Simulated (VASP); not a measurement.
# Ag (P6_3/mmc) in VASP: further runs, part 2 of 2

VASP 6.6.1.

## Step 3: Single point, PBE

This run uses another cell than the first one, of 16.19 Å³/atom.

Contents of INCAR:

```
ALGO = Fast
EDIFF = 1E-7
ENCUT = 520
GGA = PE
ISIF = 2
ISMEAR = 0
LASPH = T
LCHARG = F
LREAL = F
LWAVE = F
NBANDS = 18
NELM = 100
PREC = Accurate
SIGMA = 0.1
```

Contents of KPOINTS:

```
k-points
0
Gamma
  18 18 10
```

Contents of POSCAR:

```
Ag
1.0
    2.8382691660      0.0000000000      0.0000000000
   -1.4191345830      2.4580132005      0.0000000000
    0.0000000000      0.0000000000      4.6426158154
Ag
2
Direct
    0.3333333333      0.6666666667      0.2500000000
    0.6666666667      0.3333333333      0.7500000000
```

Potentials or basis: VASP PAW PBE potentials, release 64 (Ag).

Command:

```sh
$ cat potpaw_PBE.64/Ag/POTCAR > POTCAR
$ mpirun -np 1 vasp_std > vasp.out
```

Wall time 65 s (1 thread of AMD EPYC 9R45 (Zen 5), shared host); peak memory 0.2 GiB.

It converged, with:

```
Free energy            : -5.3158 eV
Pressure               : 11.8 GPa
Band gap on the k mesh : zero (bands 11 and 12 overlap by 7.74 eV)
```

Levels at points of the mesh, in eV from the Fermi level:
```tsv
k point	band 9	band 10	band 11	band 12	band 13	band 14
(0.00, 0.00, 0.00)	-4.24	-3.13	-3.13	-0.54	3.89	15.81
(0.50, 0.00, 0.00)	-2.93	-2.83	0.12	1.71	7.16	7.40
(0.00, 0.00, 0.50)	-3.48	-3.48	-3.48	-3.48	11.53	11.53
(0.50, 0.00, 0.50)	-2.89	-2.89	0.72	0.72	4.93	4.93
```

Caveat: the cell stands under pressure.

## Step 4: Relaxation of cell and atoms, PBE, target pressure 50 GPa, at which the enthalpy is minimised

This run uses another cell than the first one, of 13.93 Å³/atom.

Contents of INCAR:

```
ALGO = Fast ; EDIFF = 1E-7
EDIFFG = -0.008 ; ENCUT = 600
GGA = PE ; IBRION = 2
ISIF = 3 ; ISMEAR = 0
LASPH = True ; LCHARG = False
LREAL = False ; LWAVE = False
NELM = 60 ; NSW = 70
PREC = Accurate ; PSTRESS = 500.0
SIGMA = 0.1
```

KPOINTS is that of step 3.

Contents of POSCAR:

```
Ag
1.0
    2.6999354188      0.0000000000      0.0000000000
   -1.3499677094      2.3382126612      0.0000000000
    0.0000000000      0.0000000000      4.4142619883
Ag
2
Direct
    0.3333333333      0.6666666667      0.2500000000
    0.6666666667      0.3333333333      0.7500000000
```

Potentials or basis: VASP PAW PBE potentials, release 64 (Ag).

Command:

```sh
$ cat potpaw_PBE.64/Ag/POTCAR > POTCAR
$ mpirun -np 1 vasp_std > vasp.out
```

OUTCAR:

```text
EDIFF = 1E-7
   EDIFFG = -0.008
   ENCUT = 600
   GGA = PE
   IBRION = 2
   ISIF = 3
   ISMEAR = 0
   LASPH = True
   LREAL = False
   NELM = 60
   NSW = 70
   PREC = Accurate
   PSTRESS = 500.0

 ion  position               nearest neighbor table
   1  0.333  0.667  0.250-   2 2.70   2 2.70   2 2.70   2 2.70   2 2.70   2 2.70
   2  0.667  0.333  0.750-   1 2.70   1 2.70   1 2.70   1 2.70   1 2.70   1 2.70

  LATTYP: Found a hexagonal cell.
 ALAT       =     2.6999354188
 C/A-ratio  =     1.6349509538

  Lattice vectors:

 A1 = (   2.6999354188,   0.0000000000,   0.0000000000)
 A2 = (  -1.3499677094,   2.3382126612,   0.0000000000)
 A3 = (   0.0000000000,   0.0000000000,   4.4142619883)

Analysis of symmetry for initial positions (statically):
=====================================================================
 Subroutine PRICEL returns:
 Original cell was already a primitive cell.

 Routine SETGRP: Setting up the symmetry group for a
 hexagonal supercell.

 Subroutine GETGRP returns: Found 24 space group operations
 (whereof 12 operations were pure point group operations)
[... 178 lines left out ...]
  in kB      454.6806253    454.6806253    453.5292746      0.0000000     -0.0000000      0.0000000
  external PRESSURE =     -45.7031582 kB  Pullay stress =     500.0000000 kB
[... 101 lines left out ...]
--------------------------------------- Ionic step        4  -------------------------------------------

 number of electron      22.0000004 magnetization

 Free energy of the ion-electron system (eV)
  ---------------------------------------------------
  ext. energy  EPLUGINS =         0.00000000
  ---------------------------------------------------
  free energy    TOTEN  =        -4.45656475 eV

  energy without entropy =       -4.45279263  energy(sigma->0) =       -4.45467869

 E-fermi :  11.8489     XC(G=0): -13.5501

 val. band max:       11.8202897983   @ k =   0.2778   0.1667   0.5000
 cond. band min:      11.8517540464   @ k =   0.2222   0.2222   0.5000
 fundamental gap:      0.0314642481
 Fermi energy:        11.8488799052

 k-point     1 :       0.0000    0.0000    0.0000
  band No.  band energies     occupation
      1       2.3254      2.00000
      2       3.8414      2.00000
      3       6.0708      2.00000
      4       6.2024      2.00000
      5       6.2024      2.00000
      6       6.5589      2.00000
      7       6.5589      2.00000
      8       7.0713      2.00000
      9       7.0713      2.00000
     10       8.5357      2.00000
     11       8.5357      2.00000
     12      10.7908      2.00000
     13      16.7980      0.00000
     14      27.9061      0.00000
[... 401 lines left out ...]
      2       4.4210      2.00000
      3       4.6284      2.00000
      4       6.0157      2.00000
      5       6.4922      2.00000
      6       6.7781      2.00000
      7       6.8104      2.00000
      8       8.5186      2.00000
      9       8.7309      2.00000
     10       8.7576      2.00000
     11      11.5931      1.99970
     12      15.3829      0.00000
     13      19.7572      0.00000
     14      19.9832      0.00000
     15      22.0672      0.00000

 [... further k-points ...]

------------------------ aborting loop because EDIFF is reached ----------------------------------------

  FORCE on cell =-STRESS in cart. coord.  units (eV):
  Direction    XX          YY          ZZ          XY          YZ          ZX
  --------------------------------------------------------------------------------------
  -------------------------------------------------------------------------------------
  Total        8.5820610      8.5820610      8.5687985      0.0000000      0.0000000     -0.0000000
  in kB      500.4843658    500.4843658    499.7109291      0.0000000      0.0000000     -0.0000000
  external PRESSURE =       0.2265536 kB  Pullay stress =     500.0000000 kB
[... 21 lines left out ...]
  energy  without entropy=       -4.4527926306  energy(sigma->0) =       -4.45467869

  enthalpy is  TOTEN    =         4.1171905801 eV   P V=        8.5737553287

 reached required accuracy - stopping structural energy minimisation
```

OSZICAR:

```text
N       E                     dE             d eps       ncg     rms          rms(c)
DAV:   1     0.137570694395E+03    0.13757E+03   -0.13478E+04  6660   0.169E+03
[... 50 lines left out ...]
   3 F= 0.41171924E+01 E0= 0.41190784E+01  d E =-.568459E-02
       N       E                     dE             d eps       ncg     rms          rms(c)
DAV:   1    -0.445658519910E+01    0.23773E-02   -0.32912E-04  8060   0.221E-01    0.292E-02
RMM:   2    -0.445656448566E+01    0.20713E-04   -0.44641E-05  6660   0.654E-02    0.107E-02
RMM:   3    -0.445656415449E+01    0.33117E-06   -0.21711E-06  6657   0.142E-02    0.691E-03
RMM:   4    -0.445656482226E+01   -0.66777E-06   -0.30210E-07  4614   0.592E-03    0.876E-04
RMM:   5    -0.445656474866E+01    0.73602E-07   -0.42521E-08  3640   0.192E-03
   4 F= 0.41171906E+01 E0= 0.41190766E+01  d E =-.568640E-02
```

It took 3.3 min on 1 thread of AMD EPYC 9R45 (Zen 5), shared host; peak memory 0.21 GiB.

Results:

* Free energy: -4.4566 eV
* Relaxed volume: 13.74 Å³/atom
* Relaxed cell: a = 2.687 Å, b = 2.687 Å, c = 4.393 Å, α = 90.00°, β = 90.00°, γ = 120.00°
* Space group after relaxing (to 0.1 Å): P6_3/mmc (No. 194)
* Energy change on relaxing (the run minimises the enthalpy): +58.6 meV/atom
* Ionic steps: 4
* Pressure after relaxing: 50.0 GPa
* Band gap on the k mesh: zero (bands 11 and 12 overlap by 8.55 eV)

The path:
```tsv
step	energy change (eV)	largest force (eV/Å)	pressure (GPa)	volume (Å³)
1	0.0000	0.0000	45.43	27.87
2	0.5418	0.0000	66.06	26.29
3	0.1149	0.0000	49.93	27.48
4	0.1173	0.0000	50.02	27.47
```

Final structure:
```
CELL_PARAMETERS angstrom
2.68726 0.00000 0.00000
-1.34363 2.32723 0.00000
0.00000 0.00000 4.39301
ATOMIC_POSITIONS crystal
Ag 0.33333 0.66667 0.25000
Ag 0.66667 0.33333 0.75000
```

Caveat: the cell is relaxed towards a set pressure, so the run minimises the enthalpy, not the energy.

## Step 5: The runs side by side

| task | cell | cutoff (eV) | gap on the mesh (eV) | pressure (GPa) |
| --- | --- | --- | --- | --- |
| single point | a = 2.773, b = 2.773, c = 4.534 Å, angles 90.0, 90.0, 120.0°, 2 atoms | 520 | none | 24.6 |
| single point | a = 2.838, b = 2.838, c = 4.643 Å, angles 90.0, 90.0, 120.0°, 2 atoms | 520 | none | 11.8 |
| relaxation of cell and atoms | relaxed to 50 GPa from a = 2.700, b = 2.700, c = 4.414 Å, angles 90.0, 90.0, 120.0°, 2 atoms | 600 | none | 50.0 |

Alike in all rows: level PBE; potentials or basis VASP PAW PBE potentials, release 64 (Ag); no spin polarisation; k mesh 18 × 18 × 10; smearing gaussian 0.1 eV.

Caveats: the cell stands under pressure (at least some runs); the cell is relaxed towards a set pressure, so the run minimises the enthalpy, not the energy (at least some runs).

Absolute energies hang on the potentials; compare differences alone.

The gap in the log of VASP goes by the Fermi energy; the results here count the filled bands.